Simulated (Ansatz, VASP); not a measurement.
## Ti12B24F: VASP beside Ansatz

```xyz
37
Lattice="6.0635 0.0000 0.0000 -4.5476 7.8767 0.0000 0.0000 0.0000 6.4484" Properties=species:S:1:pos:R:3 pbc="T T T"
Ti    0.0765   -0.1318   -0.0010
Ti    0.0540   -0.0337    3.2244
Ti   -1.3872    2.8484   -0.0003
Ti   -1.4453    2.7045    3.2244
Ti   -3.0493    5.2410    0.0003
Ti   -3.0400    5.2343    3.2236
Ti    2.8897   -0.1675   -0.0011
Ti    3.0121   -0.1074    3.2241
Ti    1.5487    2.6463    0.0004
Ti    1.5575    2.6844    3.2248
Ti    0.0271    5.3151   -0.0004
Ti    0.0211    5.2557    3.2244
B     0.0306    1.7146    1.7073
B     1.5178    0.9379    1.6586
B     0.0299    1.7142    4.7420
B     1.5176    0.9379    4.7899
B    -1.4952    4.3349    1.6306
B     0.0128    3.5544    1.6131
B    -1.4949    4.3351    4.8178
B     0.0128    3.5540    4.8358
B    -3.0365    6.9419    1.6133
B    -1.5252    6.1650    1.6405
B    -3.0365    6.9414    4.8349
B    -1.5248    6.1650    4.8078
B     3.0142    1.6984    1.7751
B     4.5436    0.9395    1.9969
B     3.0149    1.6980    4.6751
B     4.5437    0.9395    4.4537
B     1.5407    4.3153    1.6175
B     3.0335    3.5326    1.6161
B     1.5405    4.3155    4.8315
B     3.0336    3.5332    4.8327
B     0.0014    6.9396    1.6843
B     1.5040    6.1687    1.6407
B     0.0015    6.9407    4.7648
B     1.5037    6.1683    4.8078
F    -1.6349    0.9751    0.0037
```

Alike in both runs: functional PBE; k mesh 1 × 1 × 1; occupations methfessel-paxton of order 1, width 0.1 eV; no spin polarisation.

Ansatz relaxed the structure, and its values are those at the end. VASP's run is a single point on that final structure, the one shown.

|  | VASP | Ansatz |
| --- | --- | --- |
| version | VASP 6.6.1 | Ansatz 0.2.0 |
| potentials or method | VASP PAW PBE potentials, release 64 (Ti_sv, B, F), cutoff 520 eV | plane-wave PAW DFT |
| valence electrons in the cell | 223 | 223 |

```csv
,VASP,Ansatz,Ansatz less VASP
rms of the force components (eV/Å),0.013,0.003,-0.0100
```
